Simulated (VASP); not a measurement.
Write the native input for VASP 6.6.1 that does the following.

| Item | Value |
| --- | --- |
| Task | single point |
| Functional | PBEsol |
| Potentials or basis | VASP PAW PBE potentials, release 64 (Rh_pv) |
| Cutoff | 520 eV |
| k mesh | 12 × 12 × 7 |
| Occupations | fermi-dirac, width 0.1 eV |
| Spin | no spin polarisation |
| Dipole correction | no |
| Further INCAR settings | ALGO = Normal; EDIFF = 1e-07; NBANDS = 22 |

The structure of Rh lies in POSCAR:

```
Rh
1.0
    2.7669170555      0.0000000000      0.0000000000
   -1.3834590343      2.3962202665      0.0000000000
    0.0000000000      0.0000000000      4.4867652751
Rh
2
Direct
    0.6666666667      0.3333333333      0.7500000000
    0.3333333333      0.6666666667      0.2500000000
```

One way to write it, as run:

INCAR

```
PREC = Accurate ; ENCUT = 520
EDIFF = 1E-7 ; ISMEAR = -1
SIGMA = 0.1 ; LREAL = False
LASPH = True ; NELM = 100
ALGO = Normal ; ISIF = 2
LWAVE = False ; LCHARG = False
GGA = PS ; NBANDS = 22
```

KPOINTS

```
regular mesh
0
Gamma
  12 12 7
```

Potentials or basis: VASP PAW PBE potentials, release 64 (Rh_pv).

Run with:

```console
$ cat potpaw_PBE.64/Rh_pv/POTCAR > POTCAR
$ mpirun -np 1 vasp_std > vasp.out
```

Results of the run:

```yaml
Pressure: -21.0 GPa
Band_gap_on_the_k_mesh: zero (band 15 reaches 11.00 eV, above the bottom of band 16 at 8.87 eV)
```

Caveat: the PAW data sets were made with another functional, which shifts forces and pressure a little.

It took 20 s on 1 thread of Intel(R) Xeon(R) Platinum 8559C (Emerald Rapids) (shared host), peak memory 0.17 GiB.
